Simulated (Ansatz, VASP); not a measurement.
**KF: VASP beside Ansatz**

File INCAR:

```
PREC = Accurate
ENCUT = 520
EDIFF = 1E-7
ISMEAR = 0
SIGMA = 0.05
LREAL = F
LASPH = T
NELM = 60
ALGO = Normal
ISIF = 2
LWAVE = F
LCHARG = F
GGA = PE
NBANDS = 15
```

Contents of KPOINTS:

```
Automatic mesh
0
Gamma
  8 8 8
```

The input POSCAR:

```
KF
1.0
    0.0000000000      2.7105354767      2.6088903963
    2.6156667350      0.0000000000      2.6088903963
    2.6156667350      2.7105354767      0.0000000000
K F
1 1
Direct
    0.0000000000      0.0000000000      0.0000000000
    0.5000000000      0.5000000000      0.5000000000
```

Input for Ansatz:

```yaml
crystal:
  lattice:
    - [0.0, 2.7105354767, 2.6088903963]
    - [2.615666735, 0.0, 2.6088903963]
    - [2.615666735, 2.7105354767, 0.0]
  atoms:
    - { symbol: K, position: [0.0, 0.0, 0.0] }
    - { symbol: F, position: [0.5, 0.5, 0.5] }
basis:
  ecutwfc: 520.0
kpoints:
  mp_grid: { grid: [8, 8, 8] }
hamiltonian:
  xc: pbe
scf:
  occupations: { method: gaussian, width: 0.05 }
output:
  forces: true
  stress: true
  eigenvalues: true
```

Change from the starting cell: normal strain along x -0.0350, normal strain along z -0.0375.

Alike in both runs: task single point; functional PBE; k mesh 8 × 8 × 8; occupations gaussian, width 0.05 eV; no spin polarisation.

|  | VASP | Ansatz |
| --- | --- | --- |
| version | VASP 6.6.1 | Ansatz 0.2.0 |
| potentials or method | VASP PAW PBE potentials, release 64 (K_sv, F), cutoff 520 eV | scalar-relativistic, plane waves, PAW |
| valence electrons in the cell | 16 | 16 |

VASP gave:

```
gap on the k mesh at the Fermi level (eV)                     : 6.30
least direct gap on the mesh (eV)                             : 6.30
pressure (GPa)                                                : 2.8
traceless stress, the component that is largest in VASP (GPa) : -1.63
```

Q: Which values does Ansatz return?

A: gap on the k mesh at the Fermi level (eV): 6.32; least direct gap on the mesh (eV): 6.32; pressure (GPa): 2.7; traceless stress, the component that is largest in VASP (GPa): -1.57.
